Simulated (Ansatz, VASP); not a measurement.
## CaO in VASP and in Ansatz

The input POSCAR:

```
CaO
1.0
    0.0000000000      2.4694766170      2.4694766170
    2.4694766170      0.0000000000      2.4694766170
    2.4694766170      2.4694766170      0.0000000000
Ca O
1 1
Direct
    0.0000000000      0.0000000000      0.0000000000
    0.5000000000      0.5000000000      0.5000000000
```

File INCAR.step1:

```
SYSTEM = CaO
PREC = Accurate
ENCUT = 520
EDIFF = 1E-5
ISMEAR = 0
SIGMA = 0.01
LREAL = .FALSE.
LASPH = .TRUE.
NELM = 60
ALGO = Normal
ISIF = 2
LWAVE = .TRUE.
GGA = PE
NBANDS = 15
```

INCAR.step2

```
SYSTEM = CaO
PREC = Accurate
ENCUT = 520
EDIFF = 1E-6
ISMEAR = 0
SIGMA = 0.01
LREAL = .FALSE.
LASPH = .TRUE.
NELM = 60
ALGO = Normal
ISIF = 2
LWAVE = .FALSE.
LCHARG = .TRUE.
GGA = PE
LHFCALC = .TRUE.
HFSCREEN = 0.2079
PRECFOCK = Normal
LELF = .TRUE.
LVHAR = .TRUE.
ISTART = 1
NBANDS = 15
```

File KPOINTS:

```
Automatic mesh
0
G
  6 6 6
  0 0 0
```

Input for Ansatz:

```yaml
crystal:
  lattice:
    - [0.0, 2.469476617, 2.469476617]
    - [2.469476617, 0.0, 2.469476617]
    - [2.469476617, 2.469476617, 0.0]
  atoms:
    - { symbol: Ca, position: [0.0, 0.0, 0.0] }
    - { symbol: O, position: [0.5, 0.5, 0.5] }
kpoints:
  mp_grid: { grid: [6, 6, 6] }
  band_path:
    path:
      - [0.0, 0.0, 0.0]
      - [0.5, 0.0, 0.5]
      - [0.625, 0.25, 0.625]
      - [0.375, 0.375, 0.75]
      - [0.5, 0.5, 0.5]
      - [0.5, 0.25, 0.75]
      - [0.0, 0.5, 0.5]
    npoints: 1
hamiltonian:
  xc: hse06
scf:
  occupations: { method: fixed }
  n_extra_bands: 4
output:
  forces: true
  stress: true
  eigenvalues: true
```

Change from the starting cell: hydrostatic strain +3.0%.

Alike in both runs: task single point; functional HSE06; k mesh 6 × 6 × 6; no spin polarisation.

|  | VASP | Ansatz |
| --- | --- | --- |
| version | VASP 6.6.1 | Ansatz 0.2.0 |
| potentials or method | VASP PAW PBE potentials, release 64 (Ca_sv, O) | plane waves, PAW |
| plane-wave cutoff (eV) | 520 | 420 |
| occupations | gaussian, width 0.01 eV | fixed |
| valence electrons in the cell | 16 | 16 |

Ansatz gave:

- gap on the k mesh at the Fermi level (eV): 5.30
- pressure (GPa): -8.2

Q: Estimate VASP's values.

A: gap on the k mesh at the Fermi level (eV): 5.28; pressure (GPa): -7.8.

Ansatz's warnings: stress exchange threshold loose, stress scf threshold loose.
